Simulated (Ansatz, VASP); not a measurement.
**NbRe3Pd: VASP beside Ansatz**

```
Nb Re Pd
1.0
     4.62402    0.00000    0.00000
     0.00000    4.62402    0.00000
     0.00000    0.00000    4.62402
Nb Re Pd
1 3 1
Direct
  0.00000 0.00000 0.00000
  0.00000 0.50000 0.50000
  0.50000 0.00000 0.50000
  0.50000 0.50000 0.00000
  0.50000 0.50000 0.50000
```

Alike in both runs: functional PBE; k mesh 4 × 4 × 4; occupations gaussian, width 0.1 eV; no spin polarisation.

Ansatz relaxed the structure, and its values are those at the end. VASP's run is a single point on that final structure, the one shown.

|  | VASP | Ansatz |
| --- | --- | --- |
| version | VASP 6.6.1 | Ansatz 0.2.0 |
| potentials or method | VASP PAW PBE potentials, release 64 (Nb_sv, Re, Pd), cutoff 520 eV | scalar-relativistic, plane waves, PAW |
| valence electrons in the cell | 44 | 76 |

```tsv
	VASP	Ansatz	Ansatz less VASP
gap on the k mesh at the Fermi level (eV)	none	none	-
pressure (GPa)	-1.2	0.2	+1.40
```

A gap of «none» marks a metal or a gap that the smearing closes. VASP's potentials hold 44 valence electrons a cell and Ansatz's 76, so a difference there can come from the potentials and not from the codes.

Neither program's run includes spin-orbit coupling.
